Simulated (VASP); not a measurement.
Write the native input for VASP 6.6.1 that does the following.

| Quantity | Value |
| --- | --- |
| Task | single point |
| Functional | PBEsol |
| Potentials or basis | VASP PAW PBE potentials, release 64 (Tl_d, Zn, Br) |
| Cutoff | 520 eV |
| k mesh | 4 × 4 × 4 |
| Occupations | fermi-dirac, width 0.03 eV |
| Spin | no spin polarisation |
| Dipole correction | no |
| Further INCAR settings | ALGO = Normal; EDIFF = 1e-07; NBANDS = 31 |

The structure of TlZnBr3 lies in POSCAR:

```
TlZnBr3
1.0
    5.1339711693      0.0000000000      0.0000000000
    0.0000000000      5.1339711693      0.0000000000
    0.0000000000      0.0000000000      5.1339711693
Tl Zn Br
1 1 3
Direct
    0.0000000000      0.0000000000      0.0000000000
    0.5000000000      0.5000000000      0.5000000000
    0.5000000000      0.5000000000      0.0000000000
    0.5000000000      0.0000000000      0.5000000000
    0.0000000000      0.5000000000      0.5000000000
```

One way to write it, as run:

INCAR

```
PREC     = Accurate       # precision mode
ENCUT    = 520            # plane-wave cutoff, eV
EDIFF    = 1E-7           # SCF threshold, eV
ISMEAR   = -1             # smearing method
SIGMA    = 0.03           # smearing width, eV
LREAL    = False          # projectors in reciprocal space
LASPH    = True           # aspherical terms in the spheres
NELM     = 80             # most SCF steps
ALGO     = Normal         # electronic algorithm
ISIF     = 2              # what is computed and relaxed
LWAVE    = False          # write WAVECAR
LCHARG   = True           # write CHGCAR
GGA      = PS             # functional
LELF     = True           # ELF
LVHAR    = True         
NBANDS   = 31             # bands
```

KPOINTS

```
Automatic mesh
0
Gamma
  4 4 4
```

Potentials or basis: VASP PAW PBE potentials, release 64 (Tl_d, Zn, Br).

The run is started by

```bash
$ cat potpaw_PBE.64/Tl_d/POTCAR potpaw_PBE.64/Zn/POTCAR potpaw_PBE.64/Br/POTCAR > POTCAR
$ mpirun -np 1 vasp_std > vasp.out
```

Results of the run:

| Property | Result |
| --- | --- |
| Pressure | 0.1 GPa |
| Band gap on the k mesh | 0.27 eV, indirect (least direct gap 1.04 eV) |

Caveat: the PAW data sets were made with another functional, which shifts forces and pressure a little; spin-orbit coupling is left out, which moves the levels of the heavy elements.

Wall time 78 s on 1 thread of Intel Xeon 6975P-C, on a shared host, peak memory 0.26 GiB.
